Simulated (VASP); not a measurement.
# InSb3 (R3m) in VASP: relaxation of the atoms with PBEsol

Aim: the relaxation of the atoms of InSb3 with PBEsol.

All numbers are computed with VASP 6.6.1; they aren't measurements. Logs are shortened: lines on timing, memory, paths and dates and some standing lists are left out, and cuts for length are marked.

### Step 1. The cell of the first run

The structure is trigonal, space group R3m (No. 160). The conventional cell has a = 6.797 Å, b = 6.797 Å, c = 8.325 Å, α = 90.00°, β = 90.00°, γ = 120.00°. In (site symmetry 3m) has 12 Sb at 3.36 to 3.44 Å within 4.4 Å. Within 4.4 Å of Sb (site symmetry m) lie 4 In at 3.36 to 3.44 Å and 8 Sb at 3.40 Å.

### Step 2. Relaxation of the atoms, PBEsol

The input, INCAR:

```
SYSTEM = InSb3
PREC = Accurate
ENCUT = 520
EDIFF = 1E-7
ISMEAR = 0
SIGMA = 0.01
LREAL = .False.
LASPH = .True.
NELM = 100
ALGO = Normal
ISIF = 2
LWAVE = .False.
LCHARG = .False.
GGA = PS
IBRION = 2
NSW = 80
EDIFFG = -0.05
```

The input, KPOINTS:

```
Automatic mesh
0
Gamma
  2 2 2
  0.5 0.5 0.5
```

The input, POSCAR:

```
InSb3
1.0
    4.8063670000      0.0000000000      0.0000000000
    0.0000000000      4.8063670000      0.0000000000
    0.0000000000      0.0000000000      4.8063670000
In Sb
1 3
Direct
    0.0062417200     -0.0062417200      0.0062417200
    0.5000000000      0.0000000000      0.5000000000
    0.0000000000      0.5000000000      0.5000000000
    0.5000000000      0.5000000000      0.0000000000
```

Potentials or basis: VASP PAW PBE potentials, release 64 (In_d, Sb).

The run is started by

```console
$ cat potpaw_PBE.64/In_d/POTCAR potpaw_PBE.64/Sb/POTCAR > POTCAR
$ mpirun -np 1 vasp_std > vasp.out
```

OUTCAR:

```text
SYSTEM = InSb3
   PREC = Accurate
   ENCUT = 520
   EDIFF = 1E-7
   ISMEAR = 0
   LREAL = .False.
   LASPH = .True.
   NELM = 100
   ISIF = 2
   GGA = PS
   IBRION = 2
   NSW = 80
   EDIFFG = -0.05

 ion  position               nearest neighbor table
   1  0.006  0.994  0.006-   2 3.36   3 3.36   4 3.36   4 3.40   3 3.40   2 3.40   3 3.40   2 3.40
                             4 3.40   3 3.44   4 3.44   2 3.44
   2  0.500  0.000  0.500-   1 3.36   3 3.40   4 3.40   4 3.40   3 3.40   4 3.40   4 3.40   3 3.40
                             3 3.40   1 3.40   1 3.40   1 3.44
   3  0.000  0.500  0.500-   1 3.36   2 3.40   4 3.40   4 3.40   2 3.40   2 3.40   4 3.40   4 3.40
                             2 3.40   1 3.40   1 3.40   1 3.44
   4  0.500  0.500  0.000-   1 3.36   2 3.40   3 3.40   2 3.40   3 3.40   2 3.40   2 3.40   3 3.40
                             3 3.40   1 3.40   1 3.40   1 3.44

  LATTYP: Found a simple cubic cell.
 ALAT       =     4.8063670000

  Lattice vectors:

 A1 = (   4.8063670000,   0.0000000000,   0.0000000000)
 A2 = (   0.0000000000,   4.8063670000,   0.0000000000)
 A3 = (   0.0000000000,   0.0000000000,   4.8063670000)

Analysis of symmetry for initial positions (statically):
=====================================================================
 Subroutine PRICEL returns:
 Original cell was already a primitive cell.

 Routine SETGRP: Setting up the symmetry group for a
 simple cubic supercell.

 Subroutine GETGRP returns: Found  6 space group operations
 (whereof  6 operations were pure point group operations)
 out of a pool of 48 trial point group operations.

The static configuration has the point symmetry C_3v.

Analysis of symmetry for dynamics (positions and initial velocities):
=====================================================================
 Subroutine PRICEL returns:
 Original cell was already a primitive cell.

 Routine SETGRP: Setting up the symmetry group for a
 simple cubic supercell.

 Subroutine GETGRP returns: Found  6 space group operations
 (whereof  6 operations were pure point group operations)
 out of a pool of 48 trial point group operations.

The dynamic configuration has the point symmetry C_3v.

 Subroutine INISYM returns: Found  6 space group operations
 (whereof  6 operations are pure point group operations),
 and found     1 'primitive' translations

----------------------------------------------------------------------------------------

                                     Primitive cell

  volume of cell :     111.0327

  direct lattice vectors                    reciprocal lattice vectors
     4.806367000  0.000000000  0.000000000     0.208057354  0.000000000  0.000000000
     0.000000000  4.806367000  0.000000000     0.000000000  0.208057354  0.000000000
     0.000000000  0.000000000  4.806367000     0.000000000  0.000000000  0.208057354

  length of vectors
     4.806367000  4.806367000  4.806367000     0.208057354  0.208057354  0.208057354

  position of ions in fractional coordinates (direct lattice)
     0.006241720  0.993758280  0.006241720
     0.500000000  0.000000000  0.500000000
     0.000000000  0.500000000  0.500000000
     0.500000000  0.500000000  0.000000000

  ion indices of the primitive-cell ions
   primitive index   ion index
                 1           1
                 2           2
                 3           3
                 4           4

----------------------------------------------------------------------------------------

 KPOINTS: Automatic mesh

Automatic generation of k-mesh.
 Grid dimensions read from file:
 generate k-points for:    2    2    2

 Generating k-lattice:

  Cartesian coordinates                     Fractional coordinates (reciprocal lattice)
     0.104028677  0.000000000  0.000000000     0.500000000  0.000000000  0.000000000
     0.000000000  0.104028677  0.000000000     0.000000000  0.500000000  0.000000000
     0.000000000  0.000000000  0.104028677     0.000000000  0.000000000  0.500000000

  Length of vectors
     0.104028677  0.104028677  0.104028677

  Shift w.r.t. Gamma in fractional coordinates (k-lattice)
     0.500000000  0.500000000  0.500000000

 Subroutine IBZKPT returns following result:
 ===========================================

 Found      2 irreducible k-points:

 Following reciprocal coordinates:
            Coordinates               Weight
  0.250000  0.250000  0.250000      6.000000
  0.250000 -0.250000  0.250000      2.000000
   k-points           NKPTS =      2   k-points in BZ     NKDIM =      2   number of bands    NBANDS=     18
   number of dos      NEDOS =    301   number of ions     NIONS =      4
   total plane-waves  NPLWV =  46656
   dimension x,y,z NGX =    36 NGY =   36 NGZ =   36
   dimension x,y,z NGXF=    72 NGYF=   72 NGZF=   72
   ions per type =               1   3
   NGX,Y,Z   is equivalent  to a cutoff of  12.45, 12.45, 12.45 a.u.
   NGXF,Y,Z  is equivalent  to a cutoff of  24.90, 24.90, 24.90 a.u.
 SYSTEM =  InSb3
   PREC   = accura    normal or accurate (medium, high low for compatibility)
   ISTART =      0    job   : 0-new  1-cont  2-samecut
   ICHARG =      2    charge: 1-file 2-atom 10-const
   ISPIN  =      1    spin polarized calculation?
   LNONCOLLINEAR =      F non collinear calculations
   LSORBIT =      F    spin-orbit coupling
   LASPH  =      T    aspherical Exc in radial PAW
   ENCUT  =  520.0 eV  38.22 Ry    6.18 a.u.   8.94  8.94  8.94*2*pi/ulx,y,z
   NELM   =    100;   NELMIN=  2; NELMDL= -5     # of ELM steps
   EDIFF  = 0.1E-06   stopping-criterion for ELM
   LREAL  =      F    real-space projection
   EDIFFG = -.5E-01   stopping-criterion for IOM
   NSW    =     80    number of steps for IOM
   IBRION =      2    ionic relax: 0-MD 1-quasi-New 2-CG
   NFREE  =      1    steps in history (QN), initial steepest desc. (CG)
   ISIF   =      2    stress and relaxation
   ISYM   =      2    0-nonsym 1-usesym 2-fastsym
   POTIM  = 0.5000    time-step for ionic-motion
   TEBEG  =    0.0;   TEEND  =   0.0 temperature during run
   PSTRESS=    0.0 pullay stress
   NELECT =      28.0000    total number of electrons
   NUPDOWN=      -1.0000    fix difference up-down
   EMIN   =  10.00;   EMAX   =-10.00  energy-range for DOS
   EFERMI =   0.00;   METHOD = LEGACY
   ISMEAR =     0;   SIGMA  =   0.01  broadening in eV -4-tet -1-fermi 0-gaus
   EFERMI_NEDOS =   21; number of points for ismear=-14 and -15
   IALGO  =     38    algorithm
   IMIX   =      4    mixing-type and parameters
     AMIX     =   0.40;   BMIX     =  1.00
     AMIX_MAG =   1.60;   BMIX_MAG =  1.00
  volume/ion in A,a.u.               =      27.76       187.32
  Fermi-wavevector in a.u.,A,eV,Ry     =   1.034294  1.954532 14.555018  1.069764
  Thomas-Fermi vector in A             =   2.168582
   LORBIT       =      0    0 simple, 1 ext, 2 COOP (PROOUT), +10 PAW based schemes
   GGA     = PS    functional components
   LHFCALC =     F    Hartree Fock is set to
   AEXX    =    0.0000 exact exchange contribution
   IVDW    =     0    specifies the selected vdW correction
   LEPSILON=     F    determine dielectric tensor
   LRPA    =     F    only Hartree local field effects (RPA)
 conjugate gradient relaxation of ions
 non-spin polarized calculation
 Gauss-broadening in eV      SIGMA  =   0.01
  energy-cutoff  :      520.00
  volume of cell :      111.03
 maximum number of plane-waves:      2998
 NGX is ok and might be reduce to    36
   NGX = 17   NGY = 17   NGZ = 17

--------------------------------------- Ionic step        1  -------------------------------------------

 number of electron      27.9999986 magnetization

 Free energy of the ion-electron system (eV)
  ---------------------------------------------------
  ext. energy  EPLUGINS =         0.00000000
  ---------------------------------------------------
  free energy    TOTEN  =       -15.28086803 eV

  energy without entropy =      -15.28086803  energy(sigma->0) =      -15.28086803

------------------------ aborting loop because EDIFF is reached ----------------------------------------

  FORCE on cell =-STRESS in cart. coord.  units (eV):
  Direction    XX          YY          ZZ          XY          YZ          ZX
  --------------------------------------------------------------------------------------
  -------------------------------------------------------------------------------------
  Total       -1.1582084     -1.1582084     -1.1582084     -0.0039244     -0.0039244      0.0039244
  in kB      -16.7126957    -16.7126957    -16.7126957     -0.0566276     -0.0566276      0.0566276
  external PRESSURE =     -16.7126957 kB  Pullay stress =       0.0000000 kB
[... 95 lines left out ...]
  FREE ENERGIE OF THE ION-ELECTRON SYSTEM (eV)
  ---------------------------------------------------
  free  energy   TOTEN  =       -15.2837608528 eV

  energy  without entropy=      -15.2837608528  energy(sigma->0) =      -15.28376085

[... ionic steps 4 to 28 ...]

--------------------------------------- Ionic step       29  -------------------------------------------

 number of electron      28.0000005 magnetization

------------------------ aborting loop because EDIFF is reached ----------------------------------------

  FORCE on cell =-STRESS in cart. coord.  units (eV):
  Direction    XX          YY          ZZ          XY          YZ          ZX
  --------------------------------------------------------------------------------------
  -------------------------------------------------------------------------------------
  Total        0.5474201      0.5474201      0.5474201      0.0321085      0.0321085     -0.0321085
  in kB        7.8991530      7.8991530      7.8991530      0.4633193      0.4633193     -0.4633193
  external PRESSURE =       7.8991530 kB  Pullay stress =       0.0000000 kB
[... 61 lines left out ...]
  energy  without entropy=      -15.6641576491  energy(sigma->0) =      -15.66415765

--------------------------------------- Ionic step       31  -------------------------------------------

 number of electron      27.9999991 magnetization

 Free energy of the ion-electron system (eV)
  ---------------------------------------------------
  ext. energy  EPLUGINS =         0.00000000
  ---------------------------------------------------
  free energy    TOTEN  =       -15.67194958 eV

  energy without entropy =      -15.67194958  energy(sigma->0) =      -15.67194958

 E-fermi :   7.3582     XC(G=0): -10.1279

 val. band max:        7.2948403149   @ k =   0.2500  -0.2500   0.2500
 cond. band min:       7.6284063861   @ k =   0.2500  -0.2500   0.2500
 fundamental gap:      0.3335660712
 Fermi energy:         7.3581976487

 k-point     1 :       0.2500    0.2500    0.2500
  band No.  band energies     occupation
      1      -7.2212      2.00000
      2      -7.2200      2.00000
      3      -7.2089      2.00000
      4      -7.1922      2.00000
      5      -7.1906      2.00000
      6      -3.5716      2.00000
[... 10 lines left out ...]
     17       9.5196      0.00000
     18      10.1489      0.00000

 k-point     2 :       0.2500   -0.2500    0.2500
  band No.  band energies     occupation
      1      -7.2180      2.00000
      2      -7.2180      2.00000
      3      -7.2112      2.00000
      4      -7.1925      2.00000
      5      -7.1925      2.00000
      6      -3.6098      2.00000
[... 10 lines left out ...]
     17       9.6765      0.00000
     18      10.3250      0.00000
[... 29 lines left out ...]
  FREE ENERGIE OF THE ION-ELECTRON SYSTEM (eV)
  ---------------------------------------------------
  free  energy   TOTEN  =       -15.6719495831 eV

  energy  without entropy=      -15.6719495831  energy(sigma->0) =      -15.67194958

 reached required accuracy - stopping structural energy minimisation
```

It took 2.3 min on 1 thread of Intel Xeon Platinum 8488C (Sapphire Rapids), shared host; peak memory 0.2 GiB.

What came out:

| Quantity | Value |
| --- | --- |
| Free energy | -15.6719 eV |
| Energy gained by relaxing | 97.8 meV/atom |
| Ionic steps | 31 |
| Pressure after relaxing | 0.8 GPa |
| Largest force after relaxing | 0.031 eV/Å |
| Band gap on the k mesh | 0.33 eV |

Forces in eV/Å, atoms in the order of the input:
```
In  -0.009  0.009 -0.009
Sb  -0.009 -0.028 -0.009
Sb   0.028  0.009 -0.009
Sb  -0.009  0.009  0.028
```

The path:
| step | energy change (eV) | largest force (eV/Å) | pressure (GPa) |
| --- | --- | --- | --- |
| 1 | 0.0000 | 0.0952 | -1.67 |
| 2 | -0.0006 | 0.1061 | -1.67 |
| 3 | -0.0029 | 0.1384 | -1.66 |
| 4 | -0.0092 | 0.1974 | -1.63 |
| 5 | -0.0276 | 0.2890 | -1.50 |
| 6 | -0.0755 | 0.3181 | -1.09 |
| 7 | -0.0827 | 0.4413 | 0.81 |
| 8 | -0.1047 | 0.1594 | -0.52 |
| 9 | -0.1083 | 0.2348 | -0.01 |
| 10 | -0.1091 | 0.1948 | -0.19 |
| 11 | -0.1100 | 0.2138 | -0.13 |
| 12 | -0.1119 | 0.2711 | 0.02 |
| 13 | -0.1114 | 0.3875 | 0.39 |
| 14 | -0.1125 | 0.3157 | 0.15 |
| 15 | -0.1157 | 0.3483 | 0.21 |
| 16 | -0.1261 | 0.4384 | 0.38 |
| 17 | -0.1475 | 0.5830 | 0.80 |
| 18 | -0.1661 | 0.8728 | 1.91 |
| 19 | -0.1695 | 0.8966 | 1.99 |
| 20 | -0.1776 | 0.9675 | 2.23 |
| 21 | -0.1828 | 1.0993 | 2.78 |
| 22 | -0.1949 | 1.0560 | 2.72 |
| 23 | -0.2277 | 0.9368 | 2.57 |
| 24 | -0.2790 | 0.7384 | 2.35 |
| 25 | -0.3267 | 0.4684 | 2.30 |
| 26 | -0.3275 | 0.4385 | 2.33 |
| 27 | -0.3375 | 0.4045 | 2.15 |
| 28 | -0.3604 | 0.3052 | 1.66 |
| 29 | -0.3761 | 0.1894 | 0.79 |
| 30 | -0.3833 | 0.1368 | 0.74 |
| 31 | -0.3911 | 0.0309 | 0.81 |

Final structure:
```
In Sb
1.0
     4.80637    0.00000    0.00000
     0.00000    4.80637    0.00000
     0.00000    0.00000    4.80637
In Sb
1 3
Direct
  0.04669 0.95331 0.04669
  0.50573 0.05191 0.50573
  0.94809 0.49427 0.50573
  0.50573 0.49427 0.94809
```

Levels at points of the mesh, in eV from the valence-band top:
```tsv
k point	band 11	band 12	band 13	band 14	band 15	band 16	band 17	band 18
(0.25, 0.25, 0.25)	-2.78	-2.23	-0.63	-0.05	0.88	2.10	2.22	2.85
```

Caveat: the k points lie up to 0.65 Å⁻¹ apart; the PAW data sets were made with another functional, which shifts forces and pressure a little; spin-orbit coupling is left out, which moves the levels of the heavy elements; a shifted mesh leaves out Γ, where band edges can lie; the relaxation stopped at a loose force limit of 0.05 eV/Å, so its end isn't a converged minimum. A k mesh can miss the band edges.
